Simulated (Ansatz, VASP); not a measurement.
## One calculation of TiO2, two programs

```
Ti O
1.0
     5.11047    0.00000    0.00000
     0.00000    9.12335    0.00000
     0.00000    0.00000    5.41044
Ti O
8 16
Direct
  0.13894 0.12908 0.90404
  0.63894 0.37092 0.09596
  0.86106 0.62908 0.59596
  0.36106 0.87092 0.40404
  0.86106 0.87092 0.09596
  0.36106 0.62908 0.90404
  0.13894 0.37092 0.40404
  0.63894 0.12908 0.59596
  0.46346 0.23093 0.88932
  0.96346 0.26907 0.11068
  0.53654 0.73093 0.61068
  0.03654 0.76907 0.38932
  0.53654 0.76907 0.11068
  0.03654 0.73093 0.88932
  0.46346 0.26907 0.38932
  0.96346 0.23093 0.61068
  0.81404 0.00902 0.84982
  0.31404 0.49098 0.15018
  0.18596 0.50902 0.65018
  0.68596 0.99098 0.34982
  0.18596 0.99098 0.15018
  0.68596 0.50902 0.84982
  0.81404 0.49098 0.34982
  0.31404 0.00902 0.65018
```

Change from the starting cell: volume scaled by 0.98, ions relaxed.

Alike in both runs: functional PBE; k mesh 5 × 3 × 5; occupations fermi-dirac, width 0.02 eV; no spin polarisation.

Ansatz relaxed the structure, and its values are those at the end. VASP's run is a single point on that final structure, the one shown.

```csv
,VASP,Ansatz
version,VASP 6.6.1,Ansatz 0.2.0
potentials or method,"VASP PAW PBE potentials, release 64 (Ti_sv, O)","plane-wave PAW, scalar-relativistic"
plane-wave cutoff (eV),520,420
valence electrons in the cell,192,192
```

```tsv
	VASP	Ansatz	Ansatz less VASP
gap on the k mesh at the Fermi level (eV)	2.34	2.36	+0.023
pressure (GPa)	9.9	9.2	-0.69
rms of the force components (eV/Å)	0.019	0.006	-0.0128
```

Ansatz's warnings: stress scf threshold loose.
